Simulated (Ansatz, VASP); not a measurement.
# One calculation of Se, two programs

```
Se
1.0
     4.32254    0.00000    0.00000
    -2.16127    3.74343    0.00000
     0.00000    0.00000    4.95360
Se
3
Direct
  0.22540 0.00000 0.33333
  0.00000 0.22540 0.66667
  0.77460 0.77460 0.00000
```

Change from the starting cell: equal xx and yy strain of -1 %, PAW files.

Alike in both runs: task electric field gradients; functional PBEsol; k mesh 6 × 6 × 5; occupations fermi-dirac, width 0.03 eV; no spin polarisation.

|  | VASP | Ansatz |
| --- | --- | --- |
| version | VASP 6.6.1 | Ansatz 0.2.0 |
| potentials or method | VASP PAW PBE potentials, release 64 (Se) | PAW with Ansatz's default frozen-core files, scalar-relativistic |
| plane-wave cutoff (eV) | 520 | 420 |
| valence electrons in the cell | 18 | 48 |

```csv
,VASP,Ansatz,Ansatz less VASP
gap on the k mesh at the Fermi level (eV),1.24,1.24,+0.002
pressure (GPa),1.3,1.1,-0.21
"traceless stress, the component that is largest in VASP (GPa)",1.24,1.16,-0.081
rms of the force components (eV/Å),0.307,0.279,-0.0281
size of Vzz on the site where it differs most (V/Å²),482.4,500.8,+18.34
```

VASP's potentials were made for PBE, not for PBEsol. Atom by atom the forces differ by 0.028 eV/Å (rms over components). VASP's potentials hold 18 valence electrons a cell and Ansatz's 48, so a difference there can come from the potentials and not from the codes.
